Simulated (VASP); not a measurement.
# PbS (Cmcm) in VASP: further runs

PbS is run at these levels: LDA; tasks: single point.

Everything below comes from runs of VASP 6.6.1. Logs are shortened: lines on timing, memory, paths and dates and some standing lists are left out, and cuts for length are marked.

## (1) The cell of the first run

Symmetry: Cmcm, No. 63, orthorhombic system. Conventional cell: a = 4.215 Å, b = 12.140 Å, c = 4.336 Å, α = 90.00°, β = 90.00°, γ = 90.00°. Pb (site symmetry m2m) has 5 S at 2.72 to 3.03 Å within 3.6 Å. Within 3.6 Å of S (site symmetry m2m) lie 5 Pb at 2.72 to 3.03 Å.

## (2) Single point, LDA (volume scaled by 1.04)

INCAR reads:

```
SYSTEM = PbS
PREC = Accurate ; ENCUT = 520
EDIFF = 1E-7 ; ISMEAR = -1
SIGMA = 0.05 ; LREAL = .FALSE.
LASPH = .TRUE. ; NELM = 100
ALGO = Normal ; ISIF = 2
LWAVE = .FALSE. ; LCHARG = .FALSE.
NBANDS = 28
```

KPOINTS reads:

```
regular mesh
0
G
  7 7 6
  0 0 0
```

POSCAR reads:

```
PbS
1.0
    2.1073236324     -6.0701387599      0.0000000000
    2.1073236324      6.0701387599      0.0000000000
    0.0000000000      0.0000000000      4.3356342523
Pb S
2 2
Direct
    0.1305633500      0.8694366500      0.2500000000
    0.8694366500      0.1305633500      0.7500000000
    0.3547970900      0.6452029100      0.2500000000
    0.6452029100      0.3547970900      0.7500000000
```

Potentials or basis: VASP PAW LDA potentials, release 64 (Pb_d, S).

On the command line:

```
cat potpaw_LDA.64/Pb_d/POTCAR potpaw_LDA.64/S/POTCAR > POTCAR
mpirun -np 1 vasp_std > vasp.out
```

OUTCAR:

```text
SYSTEM = PbS
   PREC = Accurate
   ENCUT = 520
   EDIFF = 1E-7
   ISMEAR = -1
   LREAL = .FALSE.
   LASPH = .TRUE.
   NELM = 100
   ISIF = 2

 ion  position               nearest neighbor table
   1  0.131  0.869  0.250-   3 2.72   4 3.03   4 3.03   4 3.03   4 3.03   2 3.84   2 3.84
   2  0.869  0.131  0.750-   4 2.72   3 3.03   3 3.03   3 3.03   3 3.03   1 3.84   1 3.84
   3  0.355  0.645  0.250-   1 2.72   2 3.03   2 3.03   2 3.03   2 3.03
   4  0.645  0.355  0.750-   2 2.72   1 3.03   1 3.03   1 3.03   1 3.03

  LATTYP: Found a base centered orthorhombic cell.
 ALAT       =     4.2146472648
 B/A-ratio  =     2.8804966957
 C/A-ratio  =     1.0287063139

  Lattice vectors:

 A1 = (   2.1073236324,  -6.0701387599,   0.0000000000)
 A2 = (   2.1073236324,   6.0701387599,   0.0000000000)
 A3 = (   0.0000000000,   0.0000000000,   4.3356342523)

Analysis of symmetry for initial positions (statically):
=====================================================================
 Subroutine PRICEL returns:
 Original cell was already a primitive cell.

 Routine SETGRP: Setting up the symmetry group for a
 base centered orthorhombic supercell.

 Subroutine GETGRP returns: Found  8 space group operations
 (whereof  4 operations were pure point group operations)
 out of a pool of  8 trial point group operations.

The static configuration has the point symmetry C_2h.
 The point group associated with its full space group is D_2h.

Analysis of symmetry for dynamics (positions and initial velocities):
=====================================================================
 Subroutine PRICEL returns:
 Original cell was already a primitive cell.

 Routine SETGRP: Setting up the symmetry group for a
 base centered orthorhombic supercell.

 Subroutine GETGRP returns: Found  8 space group operations
 (whereof  4 operations were pure point group operations)
 out of a pool of  8 trial point group operations.

The dynamic configuration has the point symmetry C_2h.
 The point group associated with its full space group is D_2h.

 Subroutine INISYM returns: Found  8 space group operations
 (whereof  4 operations are pure point group operations),
 and found     1 'primitive' translations

----------------------------------------------------------------------------------------

                                     Primitive cell

  volume of cell :     110.9207

  direct lattice vectors                    reciprocal lattice vectors
     2.107323632 -6.070138760  0.000000000     0.237267780 -0.082370440  0.000000000
     2.107323632  6.070138760  0.000000000     0.237267780  0.082370440  0.000000000
     0.000000000  0.000000000  4.335634252     0.000000000  0.000000000  0.230646762

  length of vectors
     6.425527018  6.425527018  4.335634252     0.251159091  0.251159091  0.230646762

  position of ions in fractional coordinates (direct lattice)
     0.130563350  0.869436650  0.250000000
     0.869436650  0.130563350  0.750000000
     0.354797090  0.645202910  0.250000000
     0.645202910  0.354797090  0.750000000

  ion indices of the primitive-cell ions
   primitive index   ion index
                 1           1
                 2           2
                 3           3
                 4           4

----------------------------------------------------------------------------------------

 KPOINTS: regular mesh

Automatic generation of k-mesh.
 Grid dimensions read from file:
 generate k-points for:    7    7    6

 Generating k-lattice:

  Cartesian coordinates                     Fractional coordinates (reciprocal lattice)
     0.033895397 -0.011767206  0.000000000     0.142857143  0.000000000  0.000000000
     0.033895397  0.011767206  0.000000000     0.000000000  0.142857143  0.000000000
     0.000000000  0.000000000  0.038441127     0.000000000  0.000000000  0.166666667

  Length of vectors
     0.035879870  0.035879870  0.038441127

  Shift w.r.t. Gamma in fractional coordinates (k-lattice)
     0.000000000  0.000000000  0.000000000

 Subroutine IBZKPT returns following result:
 ===========================================

 Found     64 irreducible k-points:

 Following reciprocal coordinates:
            Coordinates               Weight
  0.000000  0.000000  0.000000      1.000000
  0.142857  0.000000  0.000000      4.000000
  0.285714  0.000000  0.000000      4.000000
  0.428571  0.000000  0.000000      4.000000
  0.142857  0.142857  0.000000      2.000000
  0.285714  0.142857  0.000000      4.000000
[... 16 lines left out ...]
  0.428571  0.142857  0.166667      8.000000
 -0.428571  0.142857  0.166667      8.000000
 [... further k-points ...]
   k-points           NKPTS =     64   k-points in BZ     NKDIM =     64   number of bands    NBANDS=     28
   number of dos      NEDOS =    301   number of ions     NIONS =      4
   total plane-waves  NPLWV =  73728
   dimension x,y,z NGX =    48 NGY =   48 NGZ =   32
   dimension x,y,z NGXF=    96 NGYF=   96 NGZF=   64
   ions per type =               2   2
   NGX,Y,Z   is equivalent  to a cutoff of  12.42, 12.42, 12.27 a.u.
   NGXF,Y,Z  is equivalent  to a cutoff of  24.84, 24.84, 24.54 a.u.
 SYSTEM =  PbS
   PREC   = accura    normal or accurate (medium, high low for compatibility)
   ISTART =      0    job   : 0-new  1-cont  2-samecut
   ICHARG =      2    charge: 1-file 2-atom 10-const
   ISPIN  =      1    spin polarized calculation?
   LNONCOLLINEAR =      F non collinear calculations
   LSORBIT =      F    spin-orbit coupling
   LASPH  =      T    aspherical Exc in radial PAW
   ENCUT  =  520.0 eV  38.22 Ry    6.18 a.u.  11.95 11.95  8.06*2*pi/ulx,y,z
   NELM   =    100;   NELMIN=  2; NELMDL= -5     # of ELM steps
   EDIFF  = 0.1E-06   stopping-criterion for ELM
   LREAL  =      F    real-space projection
   EDIFFG = 0.1E-05   stopping-criterion for IOM
   NSW    =      0    number of steps for IOM
   IBRION =     -1    ionic relax: 0-MD 1-quasi-New 2-CG
   NFREE  =      0    steps in history (QN), initial steepest desc. (CG)
   ISIF   =      2    stress and relaxation
   ISYM   =      2    0-nonsym 1-usesym 2-fastsym
   POTIM  = 0.5000    time-step for ionic-motion
   TEBEG  =    0.0;   TEEND  =   0.0 temperature during run
   PSTRESS=    0.0 pullay stress
   NELECT =      40.0000    total number of electrons
   NUPDOWN=      -1.0000    fix difference up-down
   EMIN   =  10.00;   EMAX   =-10.00  energy-range for DOS
   EFERMI =   0.00;   METHOD = LEGACY
   ISMEAR =    -1;   SIGMA  =   0.05  broadening in eV -4-tet -1-fermi 0-gaus
   EFERMI_NEDOS =   21; number of points for ismear=-14 and -15
   IALGO  =     38    algorithm
   IMIX   =      4    mixing-type and parameters
     AMIX     =   0.40;   BMIX     =  1.00
     AMIX_MAG =   1.60;   BMIX_MAG =  1.00
  volume/ion in A,a.u.               =      27.73       187.13
  Fermi-wavevector in a.u.,A,eV,Ry     =   1.165263  2.202028 18.474509  1.357838
  Thomas-Fermi vector in A             =   2.301791
   LORBIT       =      0    0 simple, 1 ext, 2 COOP (PROOUT), +10 PAW based schemes
   GGA     = CA    functional components
   LHFCALC =     F    Hartree Fock is set to
   AEXX    =    0.0000 exact exchange contribution
   IVDW    =     0    specifies the selected vdW correction
   LEPSILON=     F    determine dielectric tensor
   LRPA    =     F    only Hartree local field effects (RPA)
 non-spin polarized calculation
  energy-cutoff  :      520.00
  volume of cell :      110.92
 maximum number of plane-waves:      3012
   NGX = 23   NGY = 23   NGZ = 17

 number of electron      40.0000004 magnetization

 Free energy of the ion-electron system (eV)
  ---------------------------------------------------
  ext. energy  EPLUGINS =         0.00000000
  ---------------------------------------------------
  free energy    TOTEN  =       -19.66222916 eV

  energy without entropy =      -19.66222872  energy(sigma->0) =      -19.66222894

 E-fermi :   4.7968     XC(G=0):  -9.7503

 val. band max:        4.1754696762   @ k =   0.2857   0.1429   0.0000
 cond. band min:       5.3458919054   @ k =   0.4286   0.4286   0.0000
 fundamental gap:      1.1704222292
 Fermi energy:         4.7968384698

 k-point     1 :       0.0000    0.0000    0.0000
  band No.  band energies     occupation
      1     -12.0470      2.00000
      2     -11.9692      2.00000
      3     -11.9609      2.00000
      4     -11.9588      2.00000
      5     -11.9280      2.00000
      6     -11.9271      2.00000
[... 20 lines left out ...]
     27      10.0694      0.00000
     28      11.1239      0.00000

 k-point     2 :       0.1429    0.0000    0.0000
  band No.  band energies     occupation
      1     -12.0372      2.00000
      2     -11.9642      2.00000
      3     -11.9575      2.00000
      4     -11.9513      2.00000
      5     -11.9325      2.00000
      6     -11.9299      2.00000
[... 20 lines left out ...]
     27      10.3896      0.00000
     28      11.5327      0.00000

 k-point     3 :       0.2857    0.0000    0.0000
  band No.  band energies     occupation
      1     -12.0135      2.00000
      2     -11.9570      2.00000
      3     -11.9566      2.00000
      4     -11.9448      2.00000
      5     -11.9340      2.00000
      6     -11.9326      2.00000
[... 20 lines left out ...]
     27      11.5097      0.00000
     28      12.1662      0.00000

 k-point     4 :       0.4286    0.0000    0.0000
  band No.  band energies     occupation
      1     -11.9872      2.00000
      2     -11.9641      2.00000
      3     -11.9591      2.00000
      4     -11.9553      2.00000
      5     -11.9329      2.00000
      6     -11.9297      2.00000
[... 578 lines left out ...]
     27      11.0715      0.00000
     28      12.1481      0.00000

 k-point    23 :       0.4286    0.1429    0.1667
  band No.  band energies     occupation
      1     -11.9993      2.00000
      2     -11.9860      2.00000
      3     -11.9612      2.00000
      4     -11.9422      2.00000
      5     -11.9328      2.00000
      6     -11.9254      2.00000
[... 20 lines left out ...]
     27      11.4038      0.00000
     28      12.1603      0.00000

 k-point    24 :      -0.4286    0.1429    0.1667
  band No.  band energies     occupation
      1     -12.0126      2.00000
      2     -11.9691      2.00000
      3     -11.9574      2.00000
      4     -11.9426      2.00000
      5     -11.9354      2.00000
      6     -11.9273      2.00000
[... 20 lines left out ...]
     27      11.5651      0.00000
     28      12.3701      0.00000

 [... further k-points ...]

------------------------ aborting loop because EDIFF is reached ----------------------------------------

  FORCE on cell =-STRESS in cart. coord.  units (eV):
  Direction    XX          YY          ZZ          XY          YZ          ZX
  --------------------------------------------------------------------------------------
  -------------------------------------------------------------------------------------
  Total       -3.6550429     -3.2717764     -3.8163534      0.0000000      0.0000000      0.0000000
  in kB      -52.7947302    -47.2586929    -55.1247550      0.0000000      0.0000000      0.0000000
  external PRESSURE =     -51.7260593 kB  Pullay stress =       0.0000000 kB

 VOLUME and BASIS-vectors are now :
 -----------------------------------------------------------------------------
  energy-cutoff  :      520.00
  volume of cell :      110.92
      direct lattice vectors                 reciprocal lattice vectors
     2.107323632 -6.070138760  0.000000000     0.237267780 -0.082370440  0.000000000
     2.107323632  6.070138760  0.000000000     0.237267780  0.082370440  0.000000000
     0.000000000  0.000000000  4.335634252     0.000000000  0.000000000  0.230646762

 POSITION                                       TOTAL-FORCE (eV/Angst)
 -----------------------------------------------------------------------------------
      2.10732      4.48506      1.08391         0.000000     -0.322258      0.000000
      2.10732     -4.48506      3.25173         0.000000      0.322258     -0.000000
      2.10732      1.76280      1.08391         0.000000      0.188325      0.000000
      2.10732     -1.76280      3.25173         0.000000     -0.188325      0.000000
 -----------------------------------------------------------------------------------
    total drift:                               -0.000000     -0.000000      0.000000

  FREE ENERGIE OF THE ION-ELECTRON SYSTEM (eV)
  ---------------------------------------------------
  free  energy   TOTEN  =       -19.6622291609 eV

  energy  without entropy=      -19.6622287191  energy(sigma->0) =      -19.66222894
```

Wall time 2.9 min (1 thread of Intel Xeon Platinum 8375C at 2.90GHz (Ice Lake), shared host); peak memory 0.32 GiB.

Results:

```
Free energy            : -19.6622 eV
Pressure               : -5.2 GPa
Largest force          : 0.322 eV/Å
Band gap on the k mesh : 1.17 eV, indirect (least direct gap 1.27 eV)
```

Forces in eV/Å, atoms in the order of the input:
```
Pb   0.000 -0.322  0.000
Pb   0.000  0.322  0.000
S    0.000  0.188  0.000
S    0.000 -0.188  0.000
```

Levels at points of the mesh, in eV from the valence-band top:
| k point | band 16 | band 17 | band 18 | band 19 | band 20 | band 21 | band 22 | band 23 | band 24 | band 25 |
| --- | --- | --- | --- | --- | --- | --- | --- | --- | --- | --- |
| (0.00, 0.00, 0.00) | -2.67 | -2.12 | -1.42 | -1.25 | -0.34 | 4.54 | 4.75 | 4.77 | 5.39 | 5.60 |
| (0.00, 0.00, 0.50) | -2.49 | -0.90 | -0.90 | -0.04 | -0.04 | 1.79 | 1.79 | 2.76 | 2.76 | 4.86 |

Caveat: spin-orbit coupling is left out, which moves the levels of the heavy elements.

(Continued in part 2 of 2.)
